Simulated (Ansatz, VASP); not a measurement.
Co3C2 in VASP and in Ansatz

```xyz
5
Lattice="3.1391 0.0000 0.0000 -1.5695 2.7185 0.0000 0.0000 0.0000 5.0229" Properties=species:S:1:pos:R:3 pbc="T T T"
Co    0.0000    0.0000    0.0000
Co    0.0000    1.8123    3.3231
Co    1.5695    0.9062    1.6998
C     0.0000    1.8123    1.2195
C     1.5695    0.9062    3.8033
```

Alike in both runs: functional PBE; k mesh 12 × 12 × 8; occupations gaussian, width 0.1 eV; no spin polarisation.

Ansatz relaxed the structure, and its values are those at the end. VASP's run is a single point on that final structure, the one shown.

```csv
,VASP,Ansatz
version,VASP 6.6.1,Ansatz 0.2.0
potentials or method,"VASP PAW PBE potentials, release 64 (Co, C), cutoff 520 eV","scalar-relativistic, plane waves, PAW"
valence electrons in the cell,35,59
```

VASP gave:

```
gap on the k mesh at the Fermi level (eV) : none
pressure (GPa)                            : 0.0
rms of the force components (eV/Å)        : 0.015
```

Estimate Ansatz's values.

gap on the k mesh at the Fermi level (eV): none; pressure (GPa): 0.0; rms of the force components (eV/Å): 0.002.

A gap of «none» marks a metal or a gap that the smearing closes. With one functional, cell and mesh, what is left measures potentials, basis and numerics. VASP's potentials hold 35 valence electrons a cell and Ansatz's 59, so a difference there can come from the potentials and not from the codes.
